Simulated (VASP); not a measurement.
**Si16O (a cell with a defect): single point with PBE**

System: Si16O (a cell with a defect).

```
Si O
1.0
     0.00000    5.43000    5.43000
     5.43000    0.00000    5.43000
     5.43000    5.43000    0.00000
Si O
16 1
Direct
  0.00465 0.99321 0.00191
  0.10684 0.14027 0.12863
  0.99559 0.00014 0.50285
  0.13518 0.10913 0.62827
  0.98647 0.51581 0.99918
  0.12357 0.62372 0.12749
  0.01457 0.48463 0.50346
  0.12590 0.62569 0.62516
  0.48034 0.05277 0.99511
  0.63875 0.07799 0.16752
  0.50846 0.94856 0.53835
  0.62074 0.12614 0.62372
  0.48832 0.54755 0.00893
  0.61339 0.68107 0.12158
  0.50067 0.50196 0.49636
  0.64093 0.57722 0.65209
  0.57130 0.31256 0.18502
```

* Program: VASP 6.6.1
* Task: single point
* Functional: PBE
* Potentials or basis: VASP PAW PBE potentials, release 64 (Si, O)
* Cutoff: 520 eV
* k mesh: 2 × 2 × 2
* Occupations: gaussian, width 0.02 eV
* Spin: collinear spin, zero start
* Starting moments: [0.0, 0.0, 0.0, 0.0, 0.0, 0.0, 0.0, 0.0, 0.0, 0.0, 0.0, 0.0, 0.0, 0.0, 0.0, 0.0, 0.0] μB

The pressure is 4.3 GPa and the largest force is 0.069 eV/Å. The band gap on the k mesh is 0.49 eV. The net moment is 0.00 μB per cell and the valence electrons inside the program's atomic spheres are Si 1.72, 1.69, 1.70, 1.71, 1.68 (each value once); O 5.17.

Forces on the atoms (eV/Å):
```
Si   0.009 -0.010 -0.004
Si  -0.011  0.001  0.005
Si   0.001 -0.006  0.006
Si   0.000  0.013 -0.001
Si   0.008  0.010 -0.003
Si   0.009 -0.004  0.018
Si  -0.016  0.009  0.002
Si   0.005 -0.003  0.001
Si   0.006  0.004 -0.001
Si  -0.051  0.013 -0.045
Si   0.005 -0.008 -0.005
Si   0.002  0.000  0.000
Si   0.015 -0.057  0.029
Si  -0.011 -0.007  0.004
Si  -0.012  0.001 -0.002
Si   0.017  0.002  0.009
O    0.024  0.044 -0.012
```

Stress tensor (GPa, compression positive):
```
 4.25 -1.50  1.10
-1.50  4.23 -1.21
 1.10 -1.21  4.55
```

Levels at points of the mesh, in eV from the valence-band top:
Spin up:
```
           k point  band 31  band 32  band 33  band 34  band 35  band 36  band 37  band 38  band 39  band 40
(0.00, 0.00, 0.00)    -0.96    -0.92    -0.32    -0.06     0.00     0.49     0.79     0.82     0.99     1.18
(0.50, 0.00, 0.00)    -1.47    -1.22    -0.75    -0.63    -0.56     1.21     1.47     1.61     1.67     1.73
(0.00, 0.50, 0.00)    -1.41    -0.75    -0.67    -0.65    -0.06     1.15     1.46     1.54     1.57     1.72
(0.00, 0.00, 0.50)    -1.43    -1.22    -0.79    -0.61    -0.55     1.32     1.43     1.59     1.71     1.78
(0.50, 0.50, 0.50)    -1.45    -1.21    -0.80    -0.62    -0.53     1.31     1.43     1.59     1.71     1.81
(0.50, 0.50, 0.00)    -1.44    -1.36    -1.33    -1.02    -0.93     1.42     1.48     2.31     2.41     2.55
(0.00, 0.50, 0.50)    -1.50    -1.43    -1.26    -1.18    -0.55     1.29     1.47     2.33     2.42     2.51
(0.50, 0.00, 0.50)    -1.50    -1.43    -1.27    -1.18    -0.44     1.26     1.47     2.33     2.40     2.50
```
Spin down:
```
           k point  band 31  band 32  band 33  band 34  band 35  band 36  band 37  band 38  band 39  band 40
(0.00, 0.00, 0.00)    -0.96    -0.92    -0.32    -0.06     0.00     0.49     0.79     0.82     0.99     1.18
(0.50, 0.00, 0.00)    -1.47    -1.22    -0.75    -0.63    -0.56     1.21     1.47     1.61     1.67     1.73
(0.00, 0.50, 0.00)    -1.41    -0.75    -0.67    -0.65    -0.06     1.15     1.46     1.54     1.57     1.72
(0.00, 0.00, 0.50)    -1.43    -1.22    -0.79    -0.61    -0.55     1.32     1.43     1.59     1.71     1.78
(0.50, 0.50, 0.50)    -1.45    -1.21    -0.80    -0.62    -0.53     1.31     1.43     1.59     1.71     1.81
(0.50, 0.50, 0.00)    -1.44    -1.36    -1.33    -1.02    -0.93     1.42     1.48     2.31     2.41     2.55
(0.00, 0.50, 0.50)    -1.50    -1.43    -1.26    -1.18    -0.55     1.29     1.47     2.33     2.42     2.51
(0.50, 0.00, 0.50)    -1.50    -1.43    -1.27    -1.18    -0.44     1.26     1.47     2.33     2.40     2.50
```

Run time: 10 min on 1 thread of Oxide Virtual Turin-like Processor, on a shared host, peak memory 0.7 GiB.

Caveat: the k points lie up to 0.50 Å⁻¹ apart.
